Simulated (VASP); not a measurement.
# PtSe2 (P-3m1) in VASP: further runs

Runs on PtSe2. Level: PBE+D3(BJ). Tasks: single point.

Program: VASP 6.6.1. These are calculated values, not measurements. Logs are shortened: lines on timing, memory, paths and dates and some standing lists are left out, and cuts for length are marked.

## Step 1: The cell of the first run

It takes space group P-3m1 (No. 164, trigonal). The conventional cell has a = 3.823 Å, b = 3.823 Å, c = 4.693 Å, α = 90.00°, β = 90.00°, γ = 120.00°. Pt (site symmetry -3m) has 6 Se at 2.69 Å within 3.5 Å. Se (site symmetry 3m) has 3 Pt at 2.69 Å and 3 Se at 2.73 Å within 3.5 Å.

## Step 2: Single point, PBE+D3(BJ) (c/a of the conventional cell at fixed volume 1.2274)

INCAR reads:

```
SYSTEM = PtSe2
PREC = Accurate
ENCUT = 520
EDIFF = 1E-6
ISMEAR = 0
SIGMA = 0.15
LREAL = .FALSE.
LASPH = .TRUE.
NELM = 100
ALGO = Normal
ISIF = 2
LWAVE = .FALSE.
LCHARG = .FALSE.
GGA = PE
IVDW = 12
NBANDS = 18
```

KPOINTS reads:

```
Automatic mesh
0
G
  12 12 8
  0 0 0
```

POSCAR reads:

```
PtSe2
1.0
    3.8231475509      0.0000000000      0.0000000000
   -1.9115737755      3.3109429015      0.0000000000
    0.0000000000      0.0000000000      4.6925313040
Pt Se
1 2
Direct
    0.0000000000      0.0000000000      0.0000000000
    0.3333333333      0.6666666667      0.3283590974
    0.6666666667      0.3333333333      0.6716409026
```

Potentials or basis: VASP PAW PBE potentials, release 64 (Pt, Se).

On the command line:

```
> cat potpaw_PBE.64/Pt/POTCAR potpaw_PBE.64/Se/POTCAR > POTCAR
> mpirun -np 1 vasp_std > vasp.out
```

OUTCAR:

```text
SYSTEM = PtSe2
   PREC = Accurate
   ENCUT = 520
   EDIFF = 1E-6
   ISMEAR = 0
   LREAL = .FALSE.
   LASPH = .TRUE.
   NELM = 100
   ISIF = 2
   GGA = PE
   IVDW = 12
 IVDW          = 12

 ion  position               nearest neighbor table
   1  0.000  0.000  0.000-   2 2.69   3 2.69   3 2.69   2 2.69   3 2.69   2 2.69
   2  0.333  0.667  0.328-   1 2.69   1 2.69   1 2.69   3 2.73   3 2.73   3 2.73
   3  0.667  0.333  0.672-   1 2.69   1 2.69   1 2.69   2 2.73   2 2.73   2 2.73

  LATTYP: Found a hexagonal cell.
 ALAT       =     3.8231475509
 C/A-ratio  =     1.2274000000

  Lattice vectors:

 A1 = (   3.8231475509,   0.0000000000,   0.0000000000)
 A2 = (  -1.9115737755,   3.3109429015,   0.0000000000)
 A3 = (   0.0000000000,   0.0000000000,   4.6925313040)

Analysis of symmetry for initial positions (statically):
=====================================================================
 Subroutine PRICEL returns:
 Original cell was already a primitive cell.

 Routine SETGRP: Setting up the symmetry group for a
 hexagonal supercell.

 Subroutine GETGRP returns: Found 12 space group operations
 (whereof 12 operations were pure point group operations)
 out of a pool of 24 trial point group operations.

The static configuration has the point symmetry D_3d.

Analysis of symmetry for dynamics (positions and initial velocities):
=====================================================================
 Subroutine PRICEL returns:
 Original cell was already a primitive cell.

 Routine SETGRP: Setting up the symmetry group for a
 hexagonal supercell.

 Subroutine GETGRP returns: Found 12 space group operations
 (whereof 12 operations were pure point group operations)
 out of a pool of 24 trial point group operations.

The dynamic configuration has the point symmetry D_3d.

 Subroutine INISYM returns: Found 12 space group operations
 (whereof 12 operations are pure point group operations),
 and found     1 'primitive' translations

----------------------------------------------------------------------------------------

                                     Primitive cell

  volume of cell :      59.3991

  direct lattice vectors                    reciprocal lattice vectors
     3.823147551  0.000000000  0.000000000     0.261564584  0.151014383  0.000000000
    -1.911573775  3.310942901  0.000000000     0.000000000  0.302028766  0.000000000
     0.000000000  0.000000000  4.692531304     0.000000000  0.000000000  0.213104599

  length of vectors
     3.823147551  3.823147551  4.692531304     0.302028766  0.302028766  0.213104599

  position of ions in fractional coordinates (direct lattice)
     0.000000000  0.000000000  0.000000000
     0.333333333  0.666666667  0.328359097
     0.666666667  0.333333333  0.671640903

  ion indices of the primitive-cell ions
   primitive index   ion index
                 1           1
                 2           2
                 3           3

----------------------------------------------------------------------------------------

 KPOINTS: Automatic mesh

Automatic generation of k-mesh.
 Grid dimensions read from file:
 generate k-points for:   12   12    8

 Generating k-lattice:

  Cartesian coordinates                     Fractional coordinates (reciprocal lattice)
     0.021797049  0.012584532  0.000000000     0.083333333 -0.000000000  0.000000000
     0.000000000  0.025169064  0.000000000     0.000000000  0.083333333  0.000000000
     0.000000000  0.000000000  0.026638075     0.000000000  0.000000000  0.125000000

  Length of vectors
     0.025169064  0.025169064  0.026638075

  Shift w.r.t. Gamma in fractional coordinates (k-lattice)
     0.000000000  0.000000000  0.000000000

 Subroutine IBZKPT returns following result:
 ===========================================

 Found    131 irreducible k-points:

 Following reciprocal coordinates:
            Coordinates               Weight
  0.000000  0.000000  0.000000      1.000000
  0.083333 -0.000000  0.000000      6.000000
  0.166667 -0.000000  0.000000      6.000000
  0.250000  0.000000  0.000000      6.000000
  0.333333 -0.000000  0.000000      6.000000
  0.416667 -0.000000  0.000000      6.000000
[... 16 lines left out ...]
  0.166667 -0.000000  0.125000      6.000000
  0.000000  0.166667  0.125000      6.000000
 [... further k-points ...]
   k-points           NKPTS =    131   k-points in BZ     NKDIM =    131   number of bands    NBANDS=     18
   number of dos      NEDOS =    301   number of ions     NIONS =      3
   total plane-waves  NPLWV =  28224
   dimension x,y,z NGX =    28 NGY =   28 NGZ =   36
   dimension x,y,z NGXF=    56 NGYF=   56 NGZF=   72
   ions per type =               1   2
   NGX,Y,Z   is equivalent  to a cutoff of  12.18, 12.18, 12.75 a.u.
   NGXF,Y,Z  is equivalent  to a cutoff of  24.35, 24.35, 25.51 a.u.
 SYSTEM =  PtSe2
   PREC   = accura    normal or accurate (medium, high low for compatibility)
   ISTART =      0    job   : 0-new  1-cont  2-samecut
   ICHARG =      2    charge: 1-file 2-atom 10-const
   ISPIN  =      1    spin polarized calculation?
   LNONCOLLINEAR =      F non collinear calculations
   LSORBIT =      F    spin-orbit coupling
   LASPH  =      T    aspherical Exc in radial PAW
   ENCUT  =  520.0 eV  38.22 Ry    6.18 a.u.   7.11  7.11  8.72*2*pi/ulx,y,z
   NELM   =    100;   NELMIN=  2; NELMDL= -5     # of ELM steps
   EDIFF  = 0.1E-05   stopping-criterion for ELM
   LREAL  =      F    real-space projection
   EDIFFG = 0.1E-04   stopping-criterion for IOM
   NSW    =      0    number of steps for IOM
   IBRION =     -1    ionic relax: 0-MD 1-quasi-New 2-CG
   NFREE  =      0    steps in history (QN), initial steepest desc. (CG)
   ISIF   =      2    stress and relaxation
   ISYM   =      2    0-nonsym 1-usesym 2-fastsym
   POTIM  = 0.5000    time-step for ionic-motion
   TEBEG  =    0.0;   TEEND  =   0.0 temperature during run
   PSTRESS=    0.0 pullay stress
   NELECT =      22.0000    total number of electrons
   NUPDOWN=      -1.0000    fix difference up-down
   EMIN   =  10.00;   EMAX   =-10.00  energy-range for DOS
   EFERMI =   0.00;   METHOD = LEGACY
   ISMEAR =     0;   SIGMA  =   0.15  broadening in eV -4-tet -1-fermi 0-gaus
   EFERMI_NEDOS =   21; number of points for ismear=-14 and -15
   IALGO  =     38    algorithm
   IMIX   =      4    mixing-type and parameters
     AMIX     =   0.40;   BMIX     =  1.00
     AMIX_MAG =   1.60;   BMIX_MAG =  1.00
  volume/ion in A,a.u.               =      19.80       133.61
  Fermi-wavevector in a.u.,A,eV,Ry     =   1.175680  2.221713 18.806288  1.382223
  Thomas-Fermi vector in A             =   2.312056
   LORBIT       =      0    0 simple, 1 ext, 2 COOP (PROOUT), +10 PAW based schemes
   GGA     = PE    functional components
   LHFCALC =     F    Hartree Fock is set to
   AEXX    =    0.0000 exact exchange contribution
   IVDW    =    12    specifies the selected vdW correction
   LEPSILON=     F    determine dielectric tensor
   LRPA    =     F    only Hartree local field effects (RPA)
 non-spin polarized calculation
 Gauss-broadening in eV      SIGMA  =   0.15
  energy-cutoff  :      520.00
  volume of cell :       59.40
 maximum number of plane-waves:      1636
   NGX = 15   NGY = 15   NGZ = 17

 number of electron      22.0000002 magnetization

 Free energy of the ion-electron system (eV)
  ---------------------------------------------------
  ext. energy  EPLUGINS =         0.00000000
  ---------------------------------------------------
  free energy    TOTEN  =       -13.30450184 eV

  energy without entropy =      -13.29339802  energy(sigma->0) =      -13.29894993

 E-fermi :   6.3274     XC(G=0): -10.9405

 val. band max:        6.3260070104   @ k =   0.0000   0.3333   0.2500
 cond. band min:       6.3588841486   @ k =   0.1667   0.1667   0.0000
 fundamental gap:      0.0328771381
 Fermi energy:         6.3273864170

 k-point     1 :       0.0000    0.0000    0.0000
  band No.  band energies     occupation
      1      -9.3608      2.00000
      2      -5.2093      2.00000
      3       0.1831      2.00000
      4       1.6115      2.00000
      5       1.6115      2.00000
      6       3.7332      2.00000
[... 10 lines left out ...]
     17      13.9855      0.00000
     18      17.0129      0.00000

 k-point     2 :       0.0833   -0.0000    0.0000
  band No.  band energies     occupation
      1      -9.2906      2.00000
      2      -5.2649      2.00000
      3       0.2774      2.00000
      4       1.6369      2.00000
      5       1.6606      2.00000
      6       3.5943      2.00000
[... 10 lines left out ...]
     17      14.1277      0.00000
     18      17.0830      0.00000

 k-point     3 :       0.1667   -0.0000    0.0000
  band No.  band energies     occupation
      1      -9.0846      2.00000
      2      -5.4275      2.00000
      3       0.5451      2.00000
      4       1.7089      2.00000
      5       1.7207      2.00000
      6       2.9563      2.00000
[... 10 lines left out ...]
     17      14.4977      0.00000
     18      15.9705      0.00000

 k-point     4 :       0.2500    0.0000    0.0000
  band No.  band energies     occupation
      1      -8.7571      2.00000
      2      -5.6879      2.00000
      3       0.9421      2.00000
      4       1.2820      2.00000
      5       1.8179      2.00000
      6       2.7131      2.00000
[... 375 lines left out ...]
      4       1.6020      2.00000
      5       1.8509      2.00000
      6       3.3213      2.00000
[... 10 lines left out ...]
     17      14.4846      0.00000
     18      15.9517      0.00000

 k-point    23 :       0.1667   -0.0000    0.1250
  band No.  band energies     occupation
      1      -9.0284      2.00000
      2      -5.5760      2.00000
      3       0.6249      2.00000
      4       1.8256      2.00000
      5       1.9380      2.00000
      6       3.1592      2.00000
[... 10 lines left out ...]
     17      13.7028      0.00000
     18      14.8770      0.00000

 k-point    24 :       0.0000    0.1667    0.1250
  band No.  band energies     occupation
      1      -9.0344      2.00000
      2      -5.5395      2.00000
      3       0.4840      2.00000
      4       1.5805      2.00000
      5       2.0130      2.00000
      6       2.4964      2.00000
[... 10 lines left out ...]
     17      15.1827      0.00000
     18      15.6982      0.00000

 [... further k-points ...]

------------------------ aborting loop because EDIFF is reached ----------------------------------------

 Edisp (eV)   -1.47629

 E8    (eV) :    -0.6355

  FORCE on cell =-STRESS in cart. coord.  units (eV):
  Direction    XX          YY          ZZ          XY          YZ          ZX
  --------------------------------------------------------------------------------------
  -------------------------------------------------------------------------------------
  Total      -3.06299    -3.06299    -3.00047     0.00000     0.00000    -0.00000
  in kB     -82.61837   -82.61837   -80.93206     0.00000     0.00000    -0.00000
  external pressure =      -82.06 kB  Pullay stress =        0.00 kB

 VOLUME and BASIS-vectors are now :
 -----------------------------------------------------------------------------
  energy-cutoff  :      520.00
  volume of cell :       59.40
      direct lattice vectors                 reciprocal lattice vectors
     3.823147551  0.000000000  0.000000000     0.261564584  0.151014383  0.000000000
    -1.911573775  3.310942901  0.000000000     0.000000000  0.302028766  0.000000000
     0.000000000  0.000000000  4.692531304     0.000000000  0.000000000  0.213104599

 POSITION                                       TOTAL-FORCE (eV/Angst)
 -----------------------------------------------------------------------------------
      0.00000      0.00000      0.00000         0.000000      0.000000      0.000000
     -0.00000      2.20730      1.54084        -0.000000      0.000000     -2.812428
      1.91157      1.10365      3.15170         0.000000     -0.000000      2.812428
 -----------------------------------------------------------------------------------
    total drift:                                0.000000     -0.000000      0.000000

  FREE ENERGIE OF THE ION-ELECTRON SYSTEM (eV)
  ---------------------------------------------------
  free  energy   TOTEN  =       -14.7807956575 eV

  energy  without entropy=      -14.7696918373  energy(sigma->0) =      -14.77524375
```

Wall time 92 s (1 thread of AMD EPYC 7R43 (Zen 3), shared host); peak memory 0.25 GiB.

Results:

* Free energy: -14.7808 eV
* Pressure: -8.2 GPa
* Largest force: 2.812 eV/Å
* Band gap on the k mesh: zero (band 11 reaches 6.45 eV, above the bottom of band 12 at 5.78 eV)
* Dispersion energy per atom: -0.492 eV

Forces in eV/Å, atoms in the order of the input:
```
Pt   0.000  0.000  0.000
Se   0.000  0.000 -2.812
Se   0.000  0.000  2.812
```

Caveat: spin-orbit coupling is left out, which moves the levels of the heavy elements; pairwise dispersion overbinds metals, which lowers pressure and volume; forces of over 1 eV/Å act on the atoms, so gaps and moduli don't describe the material at rest.

(Continued in part 2 of 2.)
